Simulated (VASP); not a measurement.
# SiC (P1) in VASP: single point with PBE

Aim: the single point of SiC with PBE.

Program: VASP 6.6.1. These are calculated values, not measurements. Logs are shortened: lines on timing, memory, paths and dates and some standing lists are left out, and cuts for length are marked.

### 1 The cell of the first run

The typed cell holds 8 atoms: a = 3.076 Å, b = 3.076 Å, c = 10.071 Å, α = 90.00°, β = 90.00°, γ = 120.00°.

### 2 Single point, PBE (atom 1 (Si) moved -0.338 Å along Cartesian [1 -1 0])

INCAR

```
SYSTEM = SiC
PREC = Accurate ; ENCUT = 520
EDIFF = 1E-7 ; ISMEAR = 0
SIGMA = 0.05 ; LREAL = .FALSE.
LASPH = .TRUE. ; NELM = 80
ALGO = Normal ; ISIF = 2
LWAVE = .FALSE. ; LCHARG = .TRUE.
GGA = PE ; LELF = .TRUE.
LVHAR = .TRUE. ; NBANDS = 26
```

KPOINTS

```
regular mesh
0
G
  12 12 4
  0 0 0
```

POSCAR

```
SiC
1.0
    3.0756941497      0.0000000000      0.0000000000
   -1.5378470748      2.6636292679      0.0000000000
    0.0000000000      0.0000000000     10.0706464800
Si C
4 4
Direct
    0.6338725279      0.4229285865      0.9378419800
    0.3333333333      0.6666666667      0.4378419800
    0.0000000000      0.0000000000      0.6878943800
    0.0000000000      0.0000000000      0.1878943800
    0.6666666667      0.3333333333      0.7498025900
    0.3333333333      0.6666666667      0.2498025900
    0.0000000000      0.0000000000      0.5004600500
    0.0000000000      0.0000000000      0.0004600500
```

Potentials or basis: VASP PAW PBE potentials, release 64 (Si, C).

The run is started by

```sh
$ cat potpaw_PBE.64/Si/POTCAR potpaw_PBE.64/C/POTCAR > POTCAR
$ mpirun -np 1 vasp_std > vasp.out
```

OUTCAR:

```text
SYSTEM = SiC
   PREC = Accurate
   ENCUT = 520
   EDIFF = 1E-7
   ISMEAR = 0
   LREAL = .FALSE.
   LASPH = .TRUE.
   NELM = 80
   ISIF = 2
   GGA = PE

 ion  position               nearest neighbor table
   1  0.634  0.423  0.938-   8 1.68   8 1.83   5 1.92   8 2.20   3 2.96   4 2.96   3 3.05   4 3.05

   2  0.333  0.667  0.438-   7 1.88   7 1.88   7 1.88   6 1.89   4 3.08   4 3.08   4 3.08   3 3.08
                             3 3.08   3 3.08
   3  0.000  0.000  0.688-   5 1.88   5 1.88   5 1.88   7 1.89   1 2.96   1 3.05   2 3.08   2 3.08
                             2 3.08
   4  0.000  0.000  0.188-   6 1.88   6 1.88   6 1.88   8 1.89   1 2.96   1 3.05   2 3.08   2 3.08
                             2 3.08
   5  0.667  0.333  0.750-   3 1.88   3 1.88   3 1.88   1 1.92
   6  0.333  0.667  0.250-   4 1.88   4 1.88   4 1.88   2 1.89
   7  0.000  0.000  0.500-   2 1.88   2 1.88   2 1.88   3 1.89
   8  0.000  0.000  0.000-   1 1.68   1 1.83   4 1.89   1 2.20

  LATTYP: Found a hexagonal cell.
 ALAT       =     3.0756941497
 C/A-ratio  =     3.2742678530

  Lattice vectors:

 A1 = (   3.0756941497,   0.0000000000,   0.0000000000)
 A2 = (  -1.5378470748,   2.6636292679,   0.0000000000)
 A3 = (   0.0000000000,   0.0000000000,  10.0706464800)

Analysis of symmetry for initial positions (statically):
=====================================================================
 Subroutine PRICEL returns:
 Original cell was already a primitive cell.

 Routine SETGRP: Setting up the symmetry group for a
 hexagonal supercell.

 Subroutine GETGRP returns: Found  1 space group operations
 (whereof  1 operations were pure point group operations)
 out of a pool of 24 trial point group operations.

The static configuration has the point symmetry C_1 .

Analysis of symmetry for dynamics (positions and initial velocities):
=====================================================================
 Subroutine PRICEL returns:
 Original cell was already a primitive cell.

 Routine SETGRP: Setting up the symmetry group for a
 hexagonal supercell.

 Subroutine GETGRP returns: Found  1 space group operations
 (whereof  1 operations were pure point group operations)
 out of a pool of 24 trial point group operations.

The dynamic configuration has the point symmetry C_1 .

 Subroutine INISYM returns: Found  1 space group operations
 (whereof  1 operations are pure point group operations),
 and found     1 'primitive' translations

----------------------------------------------------------------------------------------

                                     Primitive cell

  volume of cell :      82.5039

  direct lattice vectors                    reciprocal lattice vectors
     3.075694150  0.000000000  0.000000000     0.325129857  0.187713811  0.000000000
    -1.537847075  2.663629268  0.000000000     0.000000000  0.375427621  0.000000000
     0.000000000  0.000000000 10.070646480     0.000000000  0.000000000  0.099298491

  length of vectors
     3.075694150  3.075694150 10.070646480     0.375427621  0.375427621  0.099298491

  position of ions in fractional coordinates (direct lattice)
     0.633872528  0.422928586  0.937841980
     0.333333333  0.666666667  0.437841980
     0.000000000  0.000000000  0.687894380
     0.000000000  0.000000000  0.187894380
     0.666666667  0.333333333  0.749802590
     0.333333333  0.666666667  0.249802590
     0.000000000  0.000000000  0.500460050
     0.000000000  0.000000000  0.000460050

  ion indices of the primitive-cell ions
   primitive index   ion index
                 1           1
                 2           2
                 3           3
                 4           4
                 5           5
                 6           6
                 7           7
                 8           8

----------------------------------------------------------------------------------------

 KPOINTS: regular mesh

Automatic generation of k-mesh.
 Grid dimensions read from file:
 generate k-points for:   12   12    4

 Generating k-lattice:

  Cartesian coordinates                     Fractional coordinates (reciprocal lattice)
     0.027094155  0.015642818  0.000000000     0.083333333  0.000000000  0.000000000
     0.000000000  0.031285635  0.000000000     0.000000000  0.083333333  0.000000000
     0.000000000  0.000000000  0.024824623     0.000000000  0.000000000  0.250000000

  Length of vectors
     0.031285635  0.031285635  0.024824623

  Shift w.r.t. Gamma in fractional coordinates (k-lattice)
     0.000000000  0.000000000  0.000000000

 Subroutine IBZKPT returns following result:
 ===========================================

 Found    292 irreducible k-points:

 Following reciprocal coordinates:
            Coordinates               Weight
  0.000000  0.000000  0.000000      1.000000
  0.083333 -0.000000  0.000000      2.000000
  0.000000  0.083333  0.000000      2.000000
 -0.083333  0.083333  0.000000      2.000000
  0.166667 -0.000000  0.000000      2.000000
  0.000000  0.166667  0.000000      2.000000
[... 16 lines left out ...]
  0.166667  0.083333  0.000000      2.000000
 -0.083333  0.250000  0.000000      2.000000
 [... further k-points ...]
   k-points           NKPTS =    292   k-points in BZ     NKDIM =    292   number of bands    NBANDS=     26
   number of dos      NEDOS =    301   number of ions     NIONS =      8
   total plane-waves  NPLWV =  46080
   dimension x,y,z NGX =    24 NGY =   24 NGZ =   80
   dimension x,y,z NGXF=    48 NGYF=   48 NGZF=  160
   ions per type =               4   4
   NGX,Y,Z   is equivalent  to a cutoff of  12.97, 12.97, 13.21 a.u.
   NGXF,Y,Z  is equivalent  to a cutoff of  25.94, 25.94, 26.41 a.u.
 SYSTEM =  SiC
   PREC   = accura    normal or accurate (medium, high low for compatibility)
   ISTART =      0    job   : 0-new  1-cont  2-samecut
   ICHARG =      2    charge: 1-file 2-atom 10-const
   ISPIN  =      1    spin polarized calculation?
   LNONCOLLINEAR =      F non collinear calculations
   LSORBIT =      F    spin-orbit coupling
   LASPH  =      T    aspherical Exc in radial PAW
   ENCUT  =  520.0 eV  38.22 Ry    6.18 a.u.   5.72  5.72 18.72*2*pi/ulx,y,z
   NELM   =     80;   NELMIN=  2; NELMDL= -5     # of ELM steps
   EDIFF  = 0.1E-06   stopping-criterion for ELM
   LREAL  =      F    real-space projection
   EDIFFG = 0.1E-05   stopping-criterion for IOM
   NSW    =      0    number of steps for IOM
   IBRION =     -1    ionic relax: 0-MD 1-quasi-New 2-CG
   NFREE  =      0    steps in history (QN), initial steepest desc. (CG)
   ISIF   =      2    stress and relaxation
   ISYM   =      2    0-nonsym 1-usesym 2-fastsym
   POTIM  = 0.5000    time-step for ionic-motion
   TEBEG  =    0.0;   TEEND  =   0.0 temperature during run
   PSTRESS=    0.0 pullay stress
   NELECT =      32.0000    total number of electrons
   NUPDOWN=      -1.0000    fix difference up-down
   EMIN   =  10.00;   EMAX   =-10.00  energy-range for DOS
   EFERMI =   0.00;   METHOD = LEGACY
   ISMEAR =     0;   SIGMA  =   0.05  broadening in eV -4-tet -1-fermi 0-gaus
   EFERMI_NEDOS =   21; number of points for ismear=-14 and -15
   IALGO  =     38    algorithm
   IMIX   =      4    mixing-type and parameters
     AMIX     =   0.40;   BMIX     =  1.00
     AMIX_MAG =   1.60;   BMIX_MAG =  1.00
  volume/ion in A,a.u.               =      10.31        69.60
  Fermi-wavevector in a.u.,A,eV,Ry     =   1.193897  2.256138 19.393597  1.425389
  Thomas-Fermi vector in A             =   2.329900
   LORBIT       =      0    0 simple, 1 ext, 2 COOP (PROOUT), +10 PAW based schemes
   GGA     = PE    functional components
   LHFCALC =     F    Hartree Fock is set to
   AEXX    =    0.0000 exact exchange contribution
   IVDW    =     0    specifies the selected vdW correction
   LEPSILON=     F    determine dielectric tensor
   LRPA    =     F    only Hartree local field effects (RPA)
 non-spin polarized calculation
 Gauss-broadening in eV      SIGMA  =   0.05
  energy-cutoff  :      520.00
  volume of cell :       82.50
 maximum number of plane-waves:      2248
   NGX = 11   NGY = 11   NGZ = 37

 number of electron      32.0000000 magnetization

 Free energy of the ion-electron system (eV)
  ---------------------------------------------------
  ext. energy  EPLUGINS =         0.00000000
  ---------------------------------------------------
  free energy    TOTEN  =       -59.30430037 eV

  energy without entropy =      -59.30430037  energy(sigma->0) =      -59.30430037

 E-fermi :   9.2014     XC(G=0): -11.3689

 val. band max:        8.9759951194   @ k =   0.0000   0.0000   0.0000
 cond. band min:      10.2517952475   @ k =   0.5000   0.0000   0.0000
 fundamental gap:      1.2758001281
 Fermi energy:         9.2014076260

 k-point     1 :       0.0000    0.0000    0.0000
  band No.  band energies     occupation
      1      -7.3153      2.00000
      2      -6.1487      2.00000
      3      -6.0901      2.00000
      4      -3.7542      2.00000
      5      -0.4199      2.00000
      6       3.7793      2.00000
[... 18 lines left out ...]
     25      15.6605      0.00000
     26      16.0962      0.00000

 k-point     2 :       0.0833   -0.0000    0.0000
  band No.  band energies     occupation
      1      -7.1945      2.00000
      2      -6.0322      2.00000
      3      -5.9725      2.00000
      4      -3.6524      2.00000
      5      -0.3085      2.00000
      6       3.8171      2.00000
[... 18 lines left out ...]
     25      15.7948      0.00000
     26      16.1376      0.00000

 k-point     3 :       0.0000    0.0833    0.0000
  band No.  band energies     occupation
      1      -7.1942      2.00000
      2      -6.0316      2.00000
      3      -5.9723      2.00000
      4      -3.6521      2.00000
      5      -0.3082      2.00000
      6       3.8050      2.00000
[... 18 lines left out ...]
     25      15.6791      0.00000
     26      16.2244      0.00000

 k-point     4 :      -0.0833    0.0833    0.0000
  band No.  band energies     occupation
      1      -7.1958      2.00000
      2      -6.0345      2.00000
      3      -5.9726      2.00000
      4      -3.6539      2.00000
      5      -0.3094      2.00000
      6       3.8053      2.00000
[... 18 lines left out ...]
     25      15.9292      0.00000
     26      16.1842      0.00000

 k-point     5 :       0.1667   -0.0000    0.0000
  band No.  band energies     occupation
      1      -6.8351      2.00000
      2      -5.6868      2.00000
      3      -5.6238      2.00000
      4      -3.3565      2.00000
      5       0.0157      2.00000
      6       3.7967      2.00000
[... 18 lines left out ...]
     25      16.1295      0.00000
     26      16.4067      0.00000

 k-point     6 :       0.0000    0.1667    0.0000
  band No.  band energies     occupation
      1      -6.8335      2.00000
      2      -5.6844      2.00000
      3      -5.6229      2.00000
      4      -3.3547      2.00000
      5       0.0169      2.00000
      6       3.6910      2.00000
[... 427 lines left out ...]
 k-point    21 :      -0.0833    0.1667    0.0000
  band No.  band energies     occupation
      1      -6.9563      2.00000
      2      -5.8050      2.00000
      3      -5.7392      2.00000
      4      -3.4556      2.00000
      5      -0.0911      2.00000
      6       3.7923      2.00000
[... 18 lines left out ...]
     25      16.2352      0.00000
     26      16.4520      0.00000

 k-point    22 :      -0.1667    0.0833    0.0000
  band No.  band energies     occupation
      1      -6.9574      2.00000
      2      -5.8066      2.00000
      3      -5.7398      2.00000
      4      -3.4568      2.00000
      5      -0.0921      2.00000
      6       3.8268      2.00000
[... 18 lines left out ...]
     25      16.1736      0.00000
     26      16.4722      0.00000

 k-point    23 :       0.1667    0.0833    0.0000
  band No.  band energies     occupation
      1      -6.4768      2.00000
      2      -5.3418      2.00000
      3      -5.2809      2.00000
      4      -3.0729      2.00000
      5       0.3218      2.00000
      6       3.3111      2.00000
[... 18 lines left out ...]
     25      16.3068      0.00000
     26      16.8140      0.00000

 k-point    24 :      -0.0833    0.2500    0.0000
  band No.  band energies     occupation
      1      -6.4821      2.00000
      2      -5.3523      2.00000
      3      -5.2806      2.00000
      4      -3.0787      2.00000
      5       0.3215      2.00000
      6       3.3361      2.00000
[... 18 lines left out ...]
     25      16.2491      0.00000
     26      16.6650      0.00000

 [... further k-points ...]

------------------------ aborting loop because EDIFF is reached ----------------------------------------

  FORCE on cell =-STRESS in cart. coord.  units (eV):
  Direction    XX          YY          ZZ          XY          YZ          ZX
  --------------------------------------------------------------------------------------
  -------------------------------------------------------------------------------------
  Total        1.8044305      6.0016157      2.3923449      1.3818034      1.4680655      0.4053921
  in kB       35.0409987    116.5479096     46.4579560     26.8338236     28.5089835      7.8724810
  external PRESSURE =      66.0156214 kB  Pullay stress =       0.0000000 kB

 VOLUME and BASIS-vectors are now :
 -----------------------------------------------------------------------------
  energy-cutoff  :      520.00
  volume of cell :       82.50
      direct lattice vectors                 reciprocal lattice vectors
     3.075694150  0.000000000  0.000000000     0.325129857  0.187713811  0.000000000
    -1.537847075  2.663629268  0.000000000     0.000000000  0.375427621  0.000000000
     0.000000000  0.000000000 10.070646480     0.000000000  0.000000000  0.099298491

 POSITION                                       TOTAL-FORCE (eV/Angst)
 -----------------------------------------------------------------------------------
      1.29920      1.12652      9.44468         1.882385     -5.096914     -1.671410
     -0.00000      1.77575      4.40935         0.018949     -0.018889     -0.003457
      0.00000      0.00000      6.92754        -0.017427      0.069127     -0.049011
      0.00000      0.00000      1.89222        -0.078957      0.071649     -0.048596
      1.53785      0.88788      7.55100        -0.503753      0.505117      0.275309
     -0.00000      1.77575      2.51567         0.024256     -0.020513     -0.003685
      0.00000      0.00000      5.03996        -0.056008      0.053747     -0.015415
      0.00000      0.00000      0.00463        -1.269445      4.436675      1.516264
 -----------------------------------------------------------------------------------
    total drift:                                0.000009     -0.000000      0.000060

  FREE ENERGIE OF THE ION-ELECTRON SYSTEM (eV)
  ---------------------------------------------------
  free  energy   TOTEN  =       -59.3043003744 eV

  energy  without entropy=      -59.3043003744  energy(sigma->0) =      -59.30430037
```

Wall time 7.8 min (1 thread of Intel Xeon Platinum 8259CL at 2.50GHz (Skylake/Cascade Lake), shared host); peak memory 0.53 GiB.

Results:

- Free energy: -59.3043 eV
- Pressure: 6.6 GPa
- Largest force: 5.685 eV/Å
- Band gap on the k mesh: 1.28 eV, indirect (least direct gap 2.80 eV)

Forces in eV/Å, atoms in the order of the input:
```
Si   1.882 -5.097 -1.671
Si   0.019 -0.019 -0.003
Si  -0.017  0.069 -0.049
Si  -0.079  0.072 -0.049
C   -0.504  0.505  0.275
C    0.024 -0.021 -0.004
C   -0.056  0.054 -0.015
C   -1.269  4.437  1.516
```

Stress tensor (GPa, compression positive):
```
 3.50  2.68  0.79
 2.68 11.65  2.85
 0.79  2.85  4.65
```

Caveat: the cell differs from its parent crystal (atom 1 (Si) moved -0.338 Å along Cartesian [1 -1 0]); forces of over 1 eV/Å act on the atoms, so gaps and moduli don't describe the material at rest.
